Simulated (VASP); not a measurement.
A run of VASP 6.6.1:

File INCAR:

```
SYSTEM = InSb
PREC = Accurate ; ENCUT = 520
EDIFF = 1E-6 ; ISMEAR = 0
SIGMA = 0.1 ; LREAL = .False.
LASPH = .True. ; NELM = 60
ALGO = Normal ; ISIF = 2
LWAVE = .False. ; LCHARG = .False.
GGA = PE ; NBANDS = 16
```

The input KPOINTS:

```
regular mesh
0
Gamma
  6 6 6
  0 0 0
```

Contents of POSCAR:

```
InSb
1.0
    0.0000000000      3.3146684905      3.3146684905
    3.3146684905      0.0000000000      3.3146684905
    3.3146684905      3.3146684905      0.0000000000
In Sb
1 1
Direct
    0.0000000000      0.0000000000      0.0000000000
    0.2500000000      0.2500000000      0.2500000000
```

Potentials or basis: VASP PAW PBE potentials, release 64 (In_d, Sb).

Launch:

```console
$ cat potpaw_PBE.64/In_d/POTCAR potpaw_PBE.64/Sb/POTCAR > POTCAR
$ mpirun -np 1 vasp_std > vasp.out
```

Hardware: 1 thread of AMD EPYC 7R43 64-Core Processor (Zen 3) (shared host).

**Question.** How long does it take, and how much memory?

**Answer.** Run time: 30 s on 1 thread of AMD EPYC 7R43 64-Core Processor (Zen 3), on a shared host, peak memory 0.17 GiB. Counts: scf iterations 13, k points 16.
